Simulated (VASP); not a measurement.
# MgO (P3m1) in VASP: notebook, part 3 of 3

VASP 6.6.1.

### Step 6. Single point, PBE

This run uses another cell than the first one, of 10.06 Å³/atom, 0.859 times its volume.

Input file INCAR:

```
PREC = Accurate ; ENCUT = 520
EDIFF = 1E-7 ; ISMEAR = 0
SIGMA = 0.05 ; LREAL = False
LASPH = True ; NELM = 60
ALGO = Normal ; ISIF = 2
LWAVE = False ; LCHARG = False
GGA = PE ; NBANDS = 36
```

Input file KPOINTS:

```
regular mesh
0
Gamma
  9 9 2
```

Input file POSCAR:

```
MgO
1.0
    2.1351500000     -2.1351500000      0.0000000000
    2.1351500000      0.0000000000     -2.1351500000
    8.8292751346      8.8292751346      8.8292751346
Mg O
6 6
Direct
    0.6666666667      0.6666666667      0.0403043656
    0.0000000000      0.0000000000      0.8463916784
    0.3333333333      0.3333333333      0.2015218282
    0.6666666667      0.6666666667      0.5239567533
    0.0000000000      0.0000000000      0.3627392907
    0.3333333333      0.3333333333      0.6851742158
    0.6666666667      0.6666666667      0.2821305595
    0.0000000000      0.0000000000      0.1209130969
    0.3333333333      0.3333333333      0.4433480220
    0.6666666667      0.6666666667      0.7657829471
    1.0000000000      1.0000000000      0.6045654846
    0.3333333333      0.3333333333      0.9270004096
```

Potentials or basis: VASP PAW PBE potentials, release 64 (Mg, O).

Run with:

```
$ cat potpaw_PBE.64/Mg/POTCAR potpaw_PBE.64/O/POTCAR > POTCAR
$ mpirun -np 1 vasp_std > vasp.out
```

OUTCAR:

```text
PREC = Accurate
   ENCUT = 520
   EDIFF = 1E-7
   ISMEAR = 0
   LREAL = False
   LASPH = True
   NELM = 60
   ISIF = 2
   GGA = PE

 ion  position               nearest neighbor table
   1  0.667  0.667  0.040-   8 2.14   8 2.14   8 2.14  12 2.46  12 2.46  12 2.46   3 3.02   3 3.02
                             3 3.02   2 3.44   2 3.44   2 3.44
   2  0.000  0.000  0.846-  12 2.14  12 2.14  12 2.14  10 2.14  10 2.14  10 2.14   6 3.02   6 3.02
                             6 3.02   1 3.44   1 3.44   1 3.44
   3  0.333  0.333  0.202-   7 2.14   7 2.14   8 2.14   8 2.14   8 2.14   7 2.14   5 3.02   5 3.02
                             5 3.02   1 3.02   1 3.02   1 3.02
   4  0.667  0.667  0.524-   9 2.14   9 2.14  11 2.14  11 2.14  11 2.14   9 2.14   6 3.02   6 3.02
                             6 3.02   5 3.02   5 3.02   5 3.02
   5  0.000  0.000  0.363-   7 2.14   7 2.14   7 2.14   9 2.14   9 2.14   9 2.14   3 3.02   3 3.02
                             3 3.02   4 3.02   4 3.02   4 3.02
   6  0.333  0.333  0.685-  11 2.14  11 2.14  11 2.14  10 2.14  10 2.14  10 2.14   4 3.02   4 3.02
                             4 3.02   2 3.02   2 3.02   2 3.02
[... 1154 lines left out ...]

  FORCE on cell =-STRESS in cart. coord.  units (eV):
  Direction    XX          YY          ZZ          XY          YZ          ZX
  --------------------------------------------------------------------------------------
  -------------------------------------------------------------------------------------
  Total       -3.7386524     -3.7386524     -3.7386524     -2.4835696     -2.4835696     -2.4835696
  in kB      -49.6046718    -49.6046718    -49.6046718    -32.9521555    -32.9521555    -32.9521555
  external PRESSURE =     -49.6046718 kB  Pullay stress =       0.0000000 kB

 VOLUME and BASIS-vectors are now :
 -----------------------------------------------------------------------------
  energy-cutoff  :      520.00
  volume of cell :      120.75
      direct lattice vectors                 reciprocal lattice vectors
     2.135150000 -2.135150000  0.000000000     0.156117057 -0.312234113  0.156117057
     2.135150000  0.000000000 -2.135150000     0.156117057  0.156117057 -0.312234113
     8.829275135  8.829275135  8.829275135     0.037753194  0.037753194  0.037753194

 POSITION                                       TOTAL-FORCE (eV/Angst)
 -----------------------------------------------------------------------------------
      3.20272     -1.06758     -1.06758        -1.675222     -1.675222     -1.675222
      7.47303      7.47303      7.47303         0.764758      0.764758      0.764758
      3.20272      1.06758      1.06758         0.244818      0.244818      0.244818
      7.47303      3.20273      3.20273         0.250620      0.250620      0.250620
      3.20272      3.20272      3.20272         0.250359      0.250359      0.250359
      7.47302      5.33787      5.33787         0.249089      0.249089      0.249089
      5.33788      1.06758      1.06758        -0.248773     -0.248773     -0.248773
      1.06757      1.06757      1.06757        -0.269215     -0.269215     -0.269215
      5.33787      3.20273      3.20273        -0.250259     -0.250259     -0.250259
      9.60818      5.33787      5.33787        -0.252061     -0.252061     -0.252061
      5.33788      5.33788      5.33788        -0.251237     -0.251237     -0.251237
      9.60817      7.47302      7.47302         1.187122      1.187122      1.187122
 -----------------------------------------------------------------------------------
    total drift:                               -0.000051     -0.000051     -0.000051

  FREE ENERGIE OF THE ION-ELECTRON SYSTEM (eV)
  ---------------------------------------------------
  free  energy   TOTEN  =       -70.4624644889 eV

  energy  without entropy=      -70.4624644889  energy(sigma->0) =      -70.46246449
```

stdout:

```text
POSCAR found type information on POSCAR MgO
 POSCAR found :  2 types and      12 ions
 scaLAPACK will be used
 LDA part: xc-table for (Slater+PW92), standard interpolation
 POSCAR, INCAR and KPOINTS ok, starting setup
 FFT: planning ... GRIDC
 FFT: planning ... GRID_SOFT
 FFT: planning ... GRID
 WAVECAR not read
 entering main loop
```

Run time: 1.8 min. Hardware: 1 thread of Intel Xeon Platinum 8488C (Sapphire Rapids), shared host; peak memory 0.29 GiB.

Results:

- Free energy: -70.4625 eV
- Pressure: -5.0 GPa
- Largest force: 2.902 eV/Å
- Band gap on the k mesh: 1.78 eV, direct

Forces on the atoms (eV/Å):
```
Mg  -1.675 -1.675 -1.675
Mg   0.765  0.765  0.765
Mg   0.245  0.245  0.245
Mg   0.251  0.251  0.251
Mg   0.250  0.250  0.250
Mg   0.249  0.249  0.249
O   -0.249 -0.249 -0.249
O   -0.269 -0.269 -0.269
O   -0.250 -0.250 -0.250
O   -0.252 -0.252 -0.252
O   -0.251 -0.251 -0.251
O    1.187  1.187  1.187
```

Stress tensor (GPa, compression positive):
```
-4.96 -3.30 -3.30
-3.30 -4.96 -3.30
-3.30 -3.30 -4.96
```

Levels at points of the mesh, in eV from the valence-band top:
```
           k point  band 20  band 21  band 22  band 23  band 24  band 25  band 26  band 27  band 28  band 29
(0.00, 0.00, 0.00)    -1.56    -1.18    -1.18     0.00     0.00     1.78     3.40     4.01     5.12     5.55
(0.00, 0.00, 0.50)    -1.75    -1.18    -1.18     0.00     0.00     1.93     3.03     4.50     4.85     5.56
```

Caveat: forces of over 1 eV/Å act on the atoms, so gaps and moduli don't describe the material at rest.

### Step 7. Single point, PBE

This run uses another cell than the first one, of 10.23 Å³/atom, 0.874 times its volume.

Input file INCAR:

```
SYSTEM = MgO
PREC     = Accurate       ! precision mode
ENCUT    = 520            ! plane-wave cutoff, eV
EDIFF    = 1E-6           ! SCF threshold, eV
ISMEAR   = 0              ! smearing method
SIGMA    = 0.05           ! smearing width, eV
LREAL    = .False.        ! projectors in reciprocal space
LASPH    = .True.         ! aspherical terms in the spheres
NELM     = 80             ! most SCF steps
ALGO     = Normal         ! electronic algorithm
ISIF     = 2              ! what is computed and relaxed
LWAVE    = .False.        ! write WAVECAR
LCHARG   = .False.        ! write CHGCAR
GGA      = PE             ! functional
NBANDS   = 36             ! bands
```

Input file KPOINTS:

```
regular mesh
0
Gamma
  9 9 2
  0 0 0
```

Input file POSCAR:

```
MgO
1.0
    2.1351500000     -2.1351500000      0.0000000000
    2.1351500000      0.0000000000     -2.1351500000
    8.9736127019      8.9736127019      8.9736127019
Mg O
6 6
Direct
    0.6666666667      0.6666666667      0.0396560834
    0.0000000000      0.0000000000      0.8327777505
    0.3333333333      0.3333333333      0.1982804168
    0.6666666667      0.6666666667      0.5155290837
    0.0000000000      0.0000000000      0.3569047502
    0.3333333333      0.3333333333      0.6741534171
    0.6666666667      0.6666666667      0.2775925835
    0.0000000000      0.0000000000      0.1189682501
    0.3333333333      0.3333333333      0.4362169169
    0.6666666667      0.6666666667      0.7534655838
    1.0000000000      1.0000000000      0.5948412504
    0.3333333333      0.3333333333      0.9120899172
```

Run with:

```
$ cat potpaw_PBE.64/Mg/POTCAR potpaw_PBE.64/O/POTCAR > POTCAR
$ mpirun -np 1 vasp_std > vasp.out
```

Run time: 91 s. Hardware: 1 thread of Intel Xeon Platinum 8488C (Sapphire Rapids), shared host; peak memory 0.29 GiB.

The run converged. Its results:

* Free energy: -69.5850 eV
* Pressure: -5.0 GPa
* Largest force: 3.248 eV/Å
* Band gap on the k mesh: 0.50 eV, direct

Forces on the atoms (eV/Å):
```
Mg  -1.875 -1.875 -1.875
Mg   1.036  1.036  1.036
Mg   0.332  0.332  0.332
Mg   0.337  0.337  0.337
Mg   0.336  0.336  0.336
Mg   0.335  0.335  0.335
O   -0.334 -0.334 -0.334
O   -0.331 -0.331 -0.331
O   -0.336 -0.336 -0.336
O   -0.350 -0.350 -0.350
O   -0.337 -0.337 -0.337
O    1.187  1.187  1.187
```

Stress tensor (GPa, compression positive):
```
-5.01 -4.44 -4.44
-4.44 -5.01 -4.44
-4.44 -4.44 -5.01
```

Levels at points of the mesh, in eV from the valence-band top:
| k point | band 22 | band 23 | band 24 | band 25 | band 26 | band 27 |
| --- | --- | --- | --- | --- | --- | --- |
| (0.00, 0.00, 0.00) | -1.66 | 0.00 | 0.00 | 0.50 | 2.36 | 3.16 |
| (0.00, 0.00, 0.50) | -1.66 | 0.00 | 0.00 | 0.62 | 2.09 | 3.59 |

Caveat: forces of over 1 eV/Å act on the atoms, so gaps and moduli don't describe the material at rest. A k mesh can miss the band edges.

### Step 8. Summary

```csv
cell,gap on the mesh (eV),pressure (GPa),largest force (eV/Å)
"a = 3.020, b = 3.020, c = 17.793 Å, angles 90.0, 90.0, 60.0°, 12 atoms",none,-2.0,1.20
"a = 3.020, b = 3.020, c = 19.293 Å, angles 90.0, 90.0, 60.0°, 12 atoms",none,-1.8,1.13
"a = 3.020, b = 3.020, c = 20.793 Å, angles 90.0, 90.0, 60.0°, 12 atoms",none,-1.6,1.16
"a = 3.020, b = 3.020, c = 14.493 Å, angles 90.0, 90.0, 60.0°, 12 atoms",3.70,1.5,3.27
"a = 3.020, b = 3.020, c = 15.293 Å, angles 90.0, 90.0, 60.0°, 12 atoms",1.78,-5.0,2.90
"a = 3.020, b = 3.020, c = 15.543 Å, angles 90.0, 90.0, 60.0°, 12 atoms",0.50,-5.0,3.25
```

Alike in all rows: task single point; level PBE; potentials or basis VASP PAW PBE potentials, release 64 (Mg, O); no spin polarisation; k mesh 9 × 9 × 2; cutoff (eV) 520; smearing gaussian 0.05 eV.

Caveats: forces of over 1 eV/Å act on the atoms, so gaps and moduli don't describe the material at rest.

Total energies depend on the potentials used, so only differences within one code and one set of settings carry meaning.
